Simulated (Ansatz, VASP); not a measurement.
**F in VASP and in Ansatz**

File INCAR:

```
SYSTEM = F
PREC = Accurate
ENCUT = 520
EDIFF = 1E-7
ISMEAR = 0
SIGMA = 0.02
LREAL = .False.
LASPH = .True.
NELM = 80
ALGO = Normal
ISIF = 2
LWAVE = .False.
LCHARG = .False.
GGA = PE
IVDW = 12
NBANDS = 22
```

KPOINTS

```
regular mesh
0
Gamma
  8 8 4
  0 0 0
```

The input POSCAR:

```
F
1.0
    2.9375426550     -1.6934203819     -0.1275817852
    2.9375426550      1.6934203819     -0.1275817852
   -1.9806274822      0.0000000000      7.1113196149
F
4
Direct
    0.0779839656      0.0779839656      0.0949061040
    0.9220160344      0.9220160344      0.9050938960
    0.4995077328      0.4995077328      0.5957932466
    0.5004922672      0.5004922672      0.4042067534
```

Input for Ansatz:

```yaml
crystal:
  lattice:
    - [2.937542655, -1.6934203819, -0.1275817852]
    - [2.937542655, 1.6934203819, -0.1275817852]
    - [-1.9806274822, 0.0, 7.1113196149]
  atoms:
    - { symbol: F, position: [0.0779839656, 0.0779839656, 0.094906104] }
    - { symbol: F, position: [0.9220160344, 0.9220160344, 0.905093896] }
    - { symbol: F, position: [0.4995077328, 0.4995077328, 0.5957932466] }
    - { symbol: F, position: [0.5004922672, 0.5004922672, 0.4042067534] }
basis:
  ecutwfc: 420
kpoints:
  mp_grid: { grid: [8, 8, 4] }
  band_path: { path: [VBM, CBM], npoints: 2 }
hamiltonian:
  xc: pbe
  dispersion: d3bj
scf:
  occupations: { method: gaussian, width: 0.02 }
output:
  forces: false
  stress: false
  eigenvalues: true
checkpoint:
  read: start.run
  write: ck
  compress: false
  write_wavefunctions: false
  write_every: 100000
```

Alike in both runs: task single point; functional PBE; dispersion D3(BJ); k mesh 8 × 8 × 4; occupations gaussian, width 0.02 eV; no spin polarisation.

|  | VASP | Ansatz |
| --- | --- | --- |
| version | VASP 6.6.1 | Ansatz 0.2.0 |
| potentials or method | VASP PAW PBE potentials, release 64 (F), cutoff 520 eV | scalar-relativistic, plane waves, PAW |
| valence electrons in the cell | 28 | 28 |

```tsv
	VASP	Ansatz	Ansatz less VASP
gap on the k mesh at the Fermi level (eV)	2.79	2.85	+0.067
least direct gap on the mesh (eV)	2.84	2.91	+0.067
```
